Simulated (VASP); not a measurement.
A run of VASP 6.6.1:

The input INCAR:

```
SYSTEM = PbS
ALGO = Normal
EDIFF = 1E-7
ENCUT = 520
GGA = PS
ISIF = 2
ISMEAR = 0
LASPH = .True.
LCHARG = .False.
LREAL = .False.
LWAVE = .False.
NBANDS = 17
NELM = 100
PREC = Accurate
SIGMA = 0.15
```

Contents of KPOINTS:

```
k-points
0
Gamma
  14 14 14
  0 0 0
```

File POSCAR:

```
PbS
1.0
    3.6536590000      0.0000000000      0.0000000000
    0.0000000000      3.6536590000      0.0000000000
    0.0000000000      0.0000000000      3.4709760500
Pb S
1 1
Direct
    0.0000000000      0.0000000000      0.0000000000
    0.5000000000      0.5000000000      0.5000000000
```

Potentials or basis: VASP PAW PBE potentials, release 64 (Pb_d, S).

Command:

```sh
$ cat potpaw_PBE.64/Pb_d/POTCAR potpaw_PBE.64/S/POTCAR > POTCAR
$ mpirun -np 1 vasp_std > vasp.out
```

Hardware: 1 thread of Intel(R) Xeon(R) 6975P-C (Granite Rapids), with other jobs on the host.

Q: Estimate the wall time of this run.

A: Run time: 68 s on 1 thread of Intel(R) Xeon(R) 6975P-C (Granite Rapids) (shared host), peak memory 0.33 GiB. Counts: scf iterations 14, k points 288.
